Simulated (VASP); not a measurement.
Set up this calculation in VASP 6.6.1, as the native input.

| Item | Value |
| --- | --- |
| Task | single point |
| Functional | LDA |
| Potentials or basis | VASP PAW LDA potentials, release 64 (Ti_sv, B) |
| Cutoff | 520 eV |
| k mesh | 9 × 9 × 6 |
| Occupations | gaussian, width 0.1 eV |
| Spin | no spin polarisation |
| Dipole correction | no |
| Further INCAR settings | ALGO = Normal; EDIFF = 1e-07; NBANDS = 16 |

The structure of TiB2 lies in POSCAR:

```
TiB2
1.0
    2.9949342193      0.0000000029      0.0000000000
   -1.4974671121      2.5936891152      0.0000000000
    0.0000000000      0.0000000000      3.1572745920
Ti B
1 2
Direct
    0.0000000000      0.0000000000      0.0000000000
    0.3333333333      0.6666666667      0.5000000000
    0.6666666667      0.3333333333      0.5000000000
```

One way to write it, as run:

INCAR

```
SYSTEM = TiB2
PREC = Accurate ; ENCUT = 520
EDIFF = 1E-7 ; ISMEAR = 0
SIGMA = 0.1 ; LREAL = .FALSE.
LASPH = .TRUE. ; NELM = 80
ALGO = Normal ; ISIF = 2
LWAVE = .FALSE. ; LCHARG = .FALSE.
GGA = CA ; NBANDS = 16
```

KPOINTS

```
Automatic mesh
0
G
  9 9 6
  0 0 0
```

Potentials or basis: VASP PAW LDA potentials, release 64 (Ti_sv, B).

Launch:

```console
$ cat potpaw_LDA.64/Ti_sv/POTCAR potpaw_LDA.64/B/POTCAR > POTCAR
$ mpirun -np 1 vasp_std > vasp.out
```

Results of the run:

```yaml
Pressure: 0.5 GPa
Band_gap_on_the_k_mesh: zero (bands 9 and 10 overlap by 0.40 eV)
```

Wall time 22 s on 1 thread of Intel Xeon 8259CL, on a shared host, peak memory 0.11 GiB.
